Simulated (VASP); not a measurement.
A run of VASP 6.6.1 is set up as follows.

Contents of INCAR:

```
  ALGO = Normal
  EDIFF = 1E-7
  EDIFFG = -0.005
  ENCUT = 500
  GGA = PS
  GGA_COMPAT = F
  IBRION = 2
  ISIF = 3
  ISMEAR = 0
  KPAR = 4
  LASPH = T
  LCHARG = F
  LREAL = F
  LWAVE = F
  NELM = 120
  NELMIN = 4
  NSW = 100
  PREC = Accurate
  SIGMA = 0.02
```

KPOINTS

```
k-points
0
Gamma
  6 6 6
```

The input POSCAR:

```
CsPbBr3
1.0
   -4.0990709350      4.0990709350      6.0429128800
    4.0990709350     -4.0990709350      6.0429128800
    4.0990709350      4.0990709350     -6.0429128800
Cs Pb Br
2 2 6
Direct
    0.7500000000      0.2500000000      0.5000000000
    0.2500000000      0.7500000000      0.5000000000
    0.0000000000      0.0000000000      0.0000000000
    0.5000000000      0.5000000000      0.0000000000
    0.2500000000      0.2500000000      0.0000000000
    0.7500000000      0.7500000000      0.0000000000
    0.6845199200      0.1845199200      0.8690398400
    0.3154800800      0.8154800800      0.1309601600
    0.1845199200      0.3154800800      0.5000000000
    0.8154800800      0.6845199200      0.5000000000
```

Potentials or basis: VASP PAW PBE potentials, release 64 (Cs_sv, Pb_d, Br).

The run is started by

```bash
$ cat potpaw_PBE.64/Cs_sv/POTCAR potpaw_PBE.64/Pb_d/POTCAR potpaw_PBE.64/Br/POTCAR > POTCAR
$ mpirun -np 4 vasp_std > vasp.out
```

(1) What does it give for the relaxed cell?

(2) Estimate the space group after relaxing (to 0.05 Å).

(3) What does it give for the relaxed volume?

## Answers

(1) a = 8.271 Å, b = 8.271 Å, c = 8.271 Å, α = 121.27°, β = 121.27°, γ = 87.82°.

(2) I4/mcm (No. 140).

(3) 39.21 Å³/atom.

Caveat: the PAW data sets were made with another functional, which shifts forces and pressure a little.
